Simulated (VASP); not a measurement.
# C (R-3m) in VASP: a series of runs

Runs on C. Level: PBE+D3(BJ). Tasks: single point.

All numbers are computed with VASP 6.6.1; they aren't measurements. Logs are shortened: lines on timing, memory, paths and dates and some standing lists are left out, and cuts for length are marked.

**1. The cell of the first run**

The structure is trigonal, space group R-3m (No. 166). The conventional cell has a = 2.465 Å, b = 2.465 Å, c = 10.084 Å, α = 90.00°, β = 90.00°, γ = 120.00°. Within 1.9 Å of C (site symmetry 3m) lie 3 C at 1.42 Å.

**2. Single point, PBE+D3(BJ)**

File INCAR:

```
PREC = Accurate ; ENCUT = 520
EDIFF = 1E-7 ; ISMEAR = 0
SIGMA = 0.02 ; LREAL = F
LASPH = T ; NELM = 60
ALGO = Normal ; ISIF = 2
LWAVE = F ; LCHARG = F
GGA = PE ; IVDW = 12
NBANDS = 11
```

File KPOINTS:

```
Automatic mesh
0
Gamma
  15 15 15
```

File POSCAR:

```
C
1.0
    1.2324984681      0.7115833223      3.3613878357
   -1.2324984681      0.7115833223      3.3613878357
    0.0000000000     -1.4231666447      3.3613878357
C
2
Direct
    0.1665955851      0.1665955851      0.1665955851
    0.8334044149      0.8334044149      0.8334044149
```

Potentials or basis: VASP PAW PBE potentials, release 64 (C).

Started as:

```console
$ cat potpaw_PBE.64/C/POTCAR > POTCAR
$ mpirun -np 1 vasp_std > vasp.out
```

OUTCAR:

```text
PREC = Accurate
   ENCUT = 520
   EDIFF = 1E-7
   ISMEAR = 0
   LREAL = F
   LASPH = T
   NELM = 60
   ISIF = 2
   GGA = PE
   IVDW = 12
 IVDW          = 12

 ion  position               nearest neighbor table
   1  0.167  0.167  0.167-   2 1.42   2 1.42   2 1.42
   2  0.833  0.833  0.833-   1 1.42   1 1.42   1 1.42

  LATTYP: Found a trigonal (rhomboedric) cell.
 ALAT       =     3.6502508791
 COS(alpha) =     0.7719881893

  Lattice vectors:

 A1 = (   1.2324984681,   0.7115833223,   3.3613878357)
 A2 = (  -1.2324984681,   0.7115833223,   3.3613878357)
 A3 = (   0.0000000000,  -1.4231666447,   3.3613878357)

Analysis of symmetry for initial positions (statically):
=====================================================================
 Subroutine PRICEL returns:
 Original cell was already a primitive cell.

 Routine SETGRP: Setting up the symmetry group for a
 trigonal (rhombohedral) supercell.

 Subroutine GETGRP returns: Found 12 space group operations
 (whereof 12 operations were pure point group operations)
 out of a pool of 12 trial point group operations.

The static configuration has the point symmetry D_3d.

Analysis of symmetry for dynamics (positions and initial velocities):
=====================================================================
 Subroutine PRICEL returns:
 Original cell was already a primitive cell.

 Routine SETGRP: Setting up the symmetry group for a
 trigonal (rhombohedral) supercell.

 Subroutine GETGRP returns: Found 12 space group operations
 (whereof 12 operations were pure point group operations)
 out of a pool of 12 trial point group operations.

The dynamic configuration has the point symmetry D_3d.

 Subroutine INISYM returns: Found 12 space group operations
 (whereof 12 operations are pure point group operations),
 and found     1 'primitive' translations

----------------------------------------------------------------------------------------

                                     Primitive cell

  volume of cell :      17.6881

  direct lattice vectors                    reciprocal lattice vectors
     1.232498468  0.711583322  3.361387836     0.405680017  0.234219467  0.099165389
    -1.232498468  0.711583322  3.361387836    -0.405680017  0.234219467  0.099165389
     0.000000000 -1.423166645  3.361387836     0.000000000 -0.468438935  0.099165389

  length of vectors
     3.650250879  3.650250879  3.650250879     0.478820227  0.478820227  0.478820227

  position of ions in fractional coordinates (direct lattice)
     0.166595585  0.166595585  0.166595585
     0.833404415  0.833404415  0.833404415

  ion indices of the primitive-cell ions
   primitive index   ion index
                 1           1
                 2           2

----------------------------------------------------------------------------------------

 KPOINTS: Automatic mesh

Automatic generation of k-mesh.
 Grid dimensions read from file:
 generate k-points for:   15   15   15

 Generating k-lattice:

  Cartesian coordinates                     Fractional coordinates (reciprocal lattice)
     0.027045334  0.015614631  0.006611026     0.066666667  0.000000000  0.000000000
    -0.027045334  0.015614631  0.006611026     0.000000000  0.066666667  0.000000000
     0.000000000 -0.031229262  0.006611026     0.000000000  0.000000000  0.066666667

  Length of vectors
     0.031921348  0.031921348  0.031921348

  Shift w.r.t. Gamma in fractional coordinates (k-lattice)
     0.000000000  0.000000000  0.000000000

 Subroutine IBZKPT returns following result:
 ===========================================

 Found    344 irreducible k-points:

 Following reciprocal coordinates:
            Coordinates               Weight
  0.000000  0.000000  0.000000      1.000000
  0.066667 -0.000000  0.000000      6.000000
  0.133333  0.000000  0.000000      6.000000
  0.200000  0.000000 -0.000000      6.000000
  0.266667  0.000000  0.000000      6.000000
  0.333333  0.000000  0.000000      6.000000
[... 16 lines left out ...]
  0.133333  0.133333  0.000000      6.000000
  0.200000  0.133333  0.000000     12.000000
 [... further k-points ...]
   k-points           NKPTS =    344   k-points in BZ     NKDIM =    344   number of bands    NBANDS=     11
   number of dos      NEDOS =    301   number of ions     NIONS =      2
   total plane-waves  NPLWV =  21952
   dimension x,y,z NGX =    28 NGY =   28 NGZ =   28
   dimension x,y,z NGXF=    56 NGYF=   56 NGZF=   56
   ions per type =               2
   NGX,Y,Z   is equivalent  to a cutoff of  12.75, 12.75, 12.75 a.u.
   NGXF,Y,Z  is equivalent  to a cutoff of  25.50, 25.50, 25.50 a.u.
 SYSTEM =  unknown system
   PREC   = accura    normal or accurate (medium, high low for compatibility)
   ISTART =      0    job   : 0-new  1-cont  2-samecut
   ICHARG =      2    charge: 1-file 2-atom 10-const
   ISPIN  =      1    spin polarized calculation?
   LNONCOLLINEAR =      F non collinear calculations
   LSORBIT =      F    spin-orbit coupling
   LASPH  =      T    aspherical Exc in radial PAW
   ENCUT  =  520.0 eV  38.22 Ry    6.18 a.u.   6.79  6.79  6.79*2*pi/ulx,y,z
   NELM   =     60;   NELMIN=  2; NELMDL= -5     # of ELM steps
   EDIFF  = 0.1E-06   stopping-criterion for ELM
   LREAL  =      F    real-space projection
   EDIFFG = 0.1E-05   stopping-criterion for IOM
   NSW    =      0    number of steps for IOM
   IBRION =     -1    ionic relax: 0-MD 1-quasi-New 2-CG
   NFREE  =      0    steps in history (QN), initial steepest desc. (CG)
   ISIF   =      2    stress and relaxation
   ISYM   =      2    0-nonsym 1-usesym 2-fastsym
   POTIM  = 0.5000    time-step for ionic-motion
   TEBEG  =    0.0;   TEEND  =   0.0 temperature during run
   PSTRESS=    0.0 pullay stress
   NELECT =       8.0000    total number of electrons
   NUPDOWN=      -1.0000    fix difference up-down
   EMIN   =  10.00;   EMAX   =-10.00  energy-range for DOS
   EFERMI =   0.00;   METHOD = LEGACY
   ISMEAR =     0;   SIGMA  =   0.02  broadening in eV -4-tet -1-fermi 0-gaus
   EFERMI_NEDOS =   21; number of points for ismear=-14 and -15
   IALGO  =     38    algorithm
   IMIX   =      4    mixing-type and parameters
     AMIX     =   0.40;   BMIX     =  1.00
     AMIX_MAG =   1.60;   BMIX_MAG =  1.00
  volume/ion in A,a.u.               =       8.84        59.68
  Fermi-wavevector in a.u.,A,eV,Ry     =   1.256640  2.374705 21.485554  1.579144
  Thomas-Fermi vector in A             =   2.390338
   LORBIT       =      0    0 simple, 1 ext, 2 COOP (PROOUT), +10 PAW based schemes
   GGA     = PE    functional components
   LHFCALC =     F    Hartree Fock is set to
   AEXX    =    0.0000 exact exchange contribution
   IVDW    =    12    specifies the selected vdW correction
   LEPSILON=     F    determine dielectric tensor
   LRPA    =     F    only Hartree local field effects (RPA)
 non-spin polarized calculation
 Gauss-broadening in eV      SIGMA  =   0.02
  energy-cutoff  :      520.00
  volume of cell :       17.69
 maximum number of plane-waves:       490
   NGX = 13   NGY = 13   NGZ = 13

 number of electron       8.0000000 magnetization

 Free energy of the ion-electron system (eV)
  ---------------------------------------------------
  ext. energy  EPLUGINS =         0.00000000
  ---------------------------------------------------
  free energy    TOTEN  =       -18.42327987 eV

  energy without entropy =      -18.42327987  energy(sigma->0) =      -18.42327987

 E-fermi :   4.5263     XC(G=0): -10.3102

 val. band max:        4.3415187609   @ k =  -0.3333   0.3333   0.0000
 cond. band min:       4.9891425207   @ k =  -0.3333   0.3333   0.0000
 fundamental gap:      0.6476237599
 Fermi energy:         4.5262679721

 k-point     1 :       0.0000    0.0000    0.0000
  band No.  band energies     occupation
      1     -14.9893      2.00000
      2      -1.8964      2.00000
      3       1.6610      2.00000
      4       1.6610      2.00000
      5       8.9319      0.00000
      6      13.0331      0.00000
      7      13.0331      0.00000
      8      16.0204      0.00000
      9      17.3085      0.00000
     10      27.3963      0.00000
     11      30.3123      0.00000

 k-point     2 :       0.0667   -0.0000    0.0000
  band No.  band energies     occupation
      1     -14.8818      2.00000
      2      -1.7876      2.00000
      3       1.2368      2.00000
      4       1.4401      2.00000
      5       9.0842      0.00000
      6      13.0938      0.00000
      7      13.4830      0.00000
      8      15.6455      0.00000
      9      17.4997      0.00000
     10      27.7382      0.00000
     11      29.4683      0.00000

 k-point     3 :       0.1333    0.0000    0.0000
  band No.  band energies     occupation
      1     -14.5604      2.00000
      2      -1.4627      2.00000
      3       0.1083      2.00000
      4       0.8802      2.00000
      5       9.5402      0.00000
      6      13.1380      0.00000
      7      14.6208      0.00000
      8      14.7220      0.00000
      9      18.1115      0.00000
     10      27.3707      0.00000
     11      28.7032      0.00000

 k-point     4 :       0.2000    0.0000   -0.0000
  band No.  band energies     occupation
      1     -14.0276      2.00000
      2      -1.4427      2.00000
      3      -0.9259      2.00000
      4       0.1797      2.00000
      5      10.2909      0.00000
      6      12.9692      0.00000
      7      13.2126      0.00000
      8      16.5240      0.00000
      9      19.0825      0.00000
     10      25.3892      0.00000
     11      27.8602      0.00000
[... 239 lines left out ...]
 k-point    22 :      -0.0667    0.0667    0.0000
  band No.  band energies     occupation
      1     -14.6713      2.00000
      2      -1.5361      2.00000
      3       0.5162      2.00000
      4       0.9951      2.00000
      5       9.3167      0.00000
      6      13.2771      0.00000
      7      14.1622      0.00000
      8      14.9410      0.00000
      9      17.9430      0.00000
     10      27.6582      0.00000
     11      28.3541      0.00000

 k-point    23 :       0.1333    0.1333    0.0000
  band No.  band energies     occupation
      1     -14.5450      2.00000
      2      -1.5941      2.00000
      3       0.1225      2.00000
      4       0.8675      2.00000
      5       9.8192      0.00000
      6      13.1036      0.00000
      7      14.5947      0.00000
      8      14.7245      0.00000
      9      18.1388      0.00000
     10      27.0329      0.00000
     11      28.6252      0.00000

 k-point    24 :       0.2000    0.1333    0.0000
  band No.  band energies     occupation
      1     -14.2179      2.00000
      2      -1.3273      2.00000
      3      -0.7203      2.00000
      4       0.2605      2.00000
      5      10.3991      0.00000
      6      13.3548      0.00000
      7      13.7170      0.00000
      8      15.3479      0.00000
      9      18.9367      0.00000
     10      25.3864      0.00000
     11      29.1621      0.00000

 [... further k-points ...]

------------------------ aborting loop because EDIFF is reached ----------------------------------------

 Edisp (eV)   -0.31197

 E8    (eV) :    -0.0884

  FORCE on cell =-STRESS in cart. coord.  units (eV):
  Direction    XX          YY          ZZ          XY          YZ          ZX
  --------------------------------------------------------------------------------------
  -------------------------------------------------------------------------------------
  Total       0.07903     0.07903    -0.00788     0.00000     0.00000    -0.00000
  in kB       7.15850     7.15850    -0.71408     0.00000     0.00000    -0.00000
  external pressure =        4.53 kB  Pullay stress =        0.00 kB

 VOLUME and BASIS-vectors are now :
 -----------------------------------------------------------------------------
  energy-cutoff  :      520.00
  volume of cell :       17.69
      direct lattice vectors                 reciprocal lattice vectors
     1.232498468  0.711583322  3.361387836     0.405680017  0.234219467  0.099165389
    -1.232498468  0.711583322  3.361387836    -0.405680017  0.234219467  0.099165389
     0.000000000 -1.423166645  3.361387836     0.000000000 -0.468438935  0.099165389

 POSITION                                       TOTAL-FORCE (eV/Angst)
 -----------------------------------------------------------------------------------
      0.00000     -0.00000      1.67998         0.000000     -0.000000      0.002560
      0.00000     -0.00000      8.40419         0.000000      0.000000     -0.002560
 -----------------------------------------------------------------------------------
    total drift:                                0.000000     -0.000000      0.000000

  FREE ENERGIE OF THE ION-ELECTRON SYSTEM (eV)
  ---------------------------------------------------
  free  energy   TOTEN  =       -18.7352491741 eV

  energy  without entropy=      -18.7352491741  energy(sigma->0) =      -18.73524917
```

It took 64 s on 1 thread of Intel Xeon 6975P-C (Granite Rapids), shared host; peak memory 0.19 GiB.

Results:

* Free energy: -18.7352 eV
* Pressure: 0.5 GPa
* Band gap on the k mesh: 0.65 eV, direct
* Dispersion energy per atom: -0.156 eV

Forces on the atoms (eV/Å):
```
C    0.000  0.000  0.003
C    0.000  0.000 -0.003
```

A k mesh can miss the band edges.

**3. Single point, PBE+D3(BJ)**

File INCAR:

```
PREC = Accurate ; ENCUT = 520
EDIFF = 1E-6 ; ISMEAR = 0
SIGMA = 0.05 ; LREAL = False
LASPH = True ; NELM = 80
ALGO = Normal ; ISIF = 2
LWAVE = False ; LCHARG = False
GGA = PE ; IVDW = 12
NBANDS = 11
```

File KPOINTS:

```
regular mesh
0
Gamma
  15 15 15
```

POSCAR is that of step 2.

Potentials or basis: VASP PAW PBE potentials, release 64 (C).

Started as:

```console
$ cat potpaw_PBE.64/C/POTCAR > POTCAR
$ mpirun -np 1 vasp_std > vasp.out
```

OUTCAR:

```text
PREC = Accurate
   ENCUT = 520
   EDIFF = 1E-6
   ISMEAR = 0
   LREAL = False
   LASPH = True
   NELM = 80
   ISIF = 2
   GGA = PE
   IVDW = 12
 IVDW          = 12

 ion  position               nearest neighbor table
   1  0.167  0.167  0.167-   2 1.42   2 1.42   2 1.42
   2  0.833  0.833  0.833-   1 1.42   1 1.42   1 1.42

  LATTYP: Found a trigonal (rhomboedric) cell.
 ALAT       =     3.6502508791
 COS(alpha) =     0.7719881893

  Lattice vectors:

 A1 = (   1.2324984681,   0.7115833223,   3.3613878357)
 A2 = (  -1.2324984681,   0.7115833223,   3.3613878357)
[... 522 lines left out ...]

 Edisp (eV)   -0.31197

 E8    (eV) :    -0.0884

  FORCE on cell =-STRESS in cart. coord.  units (eV):
  Direction    XX          YY          ZZ          XY          YZ          ZX
  --------------------------------------------------------------------------------------
  -------------------------------------------------------------------------------------
  Total       0.07769     0.07769    -0.01143     0.00000     0.00000    -0.00000
  in kB       7.03734     7.03734    -1.03567     0.00000     0.00000    -0.00000
  external pressure =        4.35 kB  Pullay stress =        0.00 kB

 VOLUME and BASIS-vectors are now :
 -----------------------------------------------------------------------------
  energy-cutoff  :      520.00
  volume of cell :       17.69
      direct lattice vectors                 reciprocal lattice vectors
     1.232498468  0.711583322  3.361387836     0.405680017  0.234219467  0.099165389
    -1.232498468  0.711583322  3.361387836    -0.405680017  0.234219467  0.099165389
     0.000000000 -1.423166645  3.361387836     0.000000000 -0.468438935  0.099165389

 POSITION                                       TOTAL-FORCE (eV/Angst)
 -----------------------------------------------------------------------------------
      0.00000     -0.00000      1.67998         0.000000     -0.000000      0.002517
      0.00000     -0.00000      8.40419         0.000000      0.000000     -0.002517
 -----------------------------------------------------------------------------------
    total drift:                                0.000000     -0.000000      0.000000

  FREE ENERGIE OF THE ION-ELECTRON SYSTEM (eV)
  ---------------------------------------------------
  free  energy   TOTEN  =       -18.7352489321 eV

  energy  without entropy=      -18.7352489321  energy(sigma->0) =      -18.73524893
```

OSZICAR:

```text
N       E                     dE             d eps       ncg     rms          rms(c)
DAV:   1     0.670763039061E+01    0.67076E+01   -0.45091E+03  7726   0.662E+02
DAV:   2    -0.189790844226E+02   -0.25687E+02   -0.24212E+02 10015   0.132E+02
DAV:   3    -0.196030461865E+02   -0.62396E+00   -0.62259E+00  9444   0.173E+01
DAV:   4    -0.196053981286E+02   -0.23519E-02   -0.23517E-02  8843   0.131E+00
DAV:   5    -0.196054078015E+02   -0.96728E-05   -0.96727E-05  9605   0.756E-02    0.632E+00
DAV:   6    -0.187052815190E+02    0.90013E+00   -0.76706E-01  8864   0.506E+00    0.368E+00
DAV:   7    -0.184199233333E+02    0.28536E+00   -0.86683E-01  9091   0.542E+00    0.103E+00
DAV:   8    -0.184233760622E+02   -0.34527E-02   -0.19094E-02  8436   0.882E-01    0.114E-01
DAV:   9    -0.184232052242E+02    0.17084E-03   -0.52585E-04  9132   0.146E-01    0.524E-02
DAV:  10    -0.184232802097E+02   -0.74985E-04   -0.13277E-04  8497   0.802E-02    0.267E-02
DAV:  11    -0.184232796295E+02    0.58021E-06   -0.62381E-06  9334   0.142E-02
   1 F= -.18735249E+02 E0= -.18735249E+02  d E =-.266933E-20
```

It took 55 s on 1 thread of Intel Xeon 6975P-C (Granite Rapids), shared host; peak memory 0.19 GiB.

What came out:

| Quantity | Value |
| --- | --- |
| Free energy | -18.7352 eV |
| Pressure | 0.4 GPa |
| Band gap on the k mesh | 0.65 eV, direct |
| Dispersion energy per atom | -0.156 eV |

Forces on the atoms (eV/Å):
```
C    0.000  0.000  0.003
C    0.000  0.000 -0.003
```
